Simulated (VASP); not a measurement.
Runs of VASP 6.6.1 on HfO2. The structure is that of space group Fm-3m (No. 225), or close to it. The cells are those of the table. 

```tsv
cell	gap on the mesh (eV)	pressure (GPa)
a = 3.519, b = 3.496, c = 3.448 Å, angles 60.9, 60.2, 58.9°, 3 atoms	3.45	16.4
a = 3.567, b = 3.519, c = 3.519 Å, angles 60.9, 59.6, 59.6°, 3 atoms	3.50	3.6
a = 3.615, b = 3.567 Å, angles 60.4, 59.1, 60.4°, 3 atoms	3.47	-10.1
a = 3.496, b = 3.496, c = 3.424 Å, angles 60.7, 60.7, 58.6°, 3 atoms	(a)	21.3
a = 3.615, b = 3.543, c = 3.591 Å, angles 60.9, 58.9, 60.2°, 3 atoms	(b)	-6.9
```

Alike in all rows: task single point; level PBEsol; potentials or basis VASP PAW PBE potentials, release 64 (Hf_pv, O); no spin polarisation; k mesh 8 × 8 × 8; cutoff (eV) 520; smearing gaussian 0.05 eV.

Question: Estimate the missing entries.

Answer: (a) 3.46; (b) 3.33.

Caveats: the PAW data sets were made with another functional, which shifts forces and pressure a little; spin-orbit coupling is left out, which moves the levels of the heavy elements.

A k mesh can miss the band edges, and the runs leave out spin-orbit coupling on Hf.
